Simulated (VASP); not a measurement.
A run of VASP 6.6.1 is set up as follows.

File POSCAR:

```
Zr2O
1.0
   -1.4529013532      1.4529013532      5.4516406905
    1.4529013532     -1.4529013532      5.4516406905
    1.4529013532      1.4529013532     -5.4516406905
Zr O
2 1
Direct
    0.6367585642      0.6367585642      0.0000000000
    0.3632414358      0.3632414358      0.0000000000
    0.0000000000      0.0000000000      0.0000000000
```

The input INCAR.step1:

```
  PREC = Accurate
  ENCUT = 520
  ISMEAR = 0
  SIGMA = 0.1
  LREAL = False
  LASPH = True
  NELM = 80
  NBANDS = 22
  GGA = PE
  ALGO = Normal
  EDIFF = 1E-4
  LWAVE = True
  LCHARG = False
```

File INCAR.step2:

```
  PREC = Accurate
  ENCUT = 520
  EDIFF = 1E-7
  ISMEAR = 0
  SIGMA = 0.1
  LREAL = False
  LASPH = True
  NELM = 80
  ALGO = Normal
  ISIF = 2
  LWAVE = False
  LCHARG = False
  METAGGA = R2SCAN
  LMIXTAU = True
  NBANDS = 22
  ISTART = 1
```

KPOINTS

```
Automatic mesh
0
Gamma
  6 6 6
```

Potentials or basis: VASP PAW PBE potentials, release 64 (Zr_sv, O).

Launch:

```bash
$ cat potpaw_PBE.64/Zr_sv/POTCAR potpaw_PBE.64/O/POTCAR > POTCAR
$ cp INCAR.step1 INCAR
$ mpirun -np 1 vasp_std > vasp.out
$ cp INCAR.step2 INCAR
$ mpirun -np 1 vasp_std > vasp.out
```

Predict the band gap on the k mesh.

zero (bands 15 and 16 overlap by 1.44 eV).

Estimate the pressure.

-0.1 GPa.

Estimate the largest force.

0.057 eV/Å.

Forces on the atoms (eV/Å):
```
Zr   0.000  0.000  0.057
Zr   0.000  0.000 -0.057
O    0.000  0.000  0.000
```

Caveat: the k points lie up to 0.37 Å⁻¹ apart, too coarse for converged energies and pressures of a metal; the PAW data sets were made with another functional, which shifts forces and pressure a little.
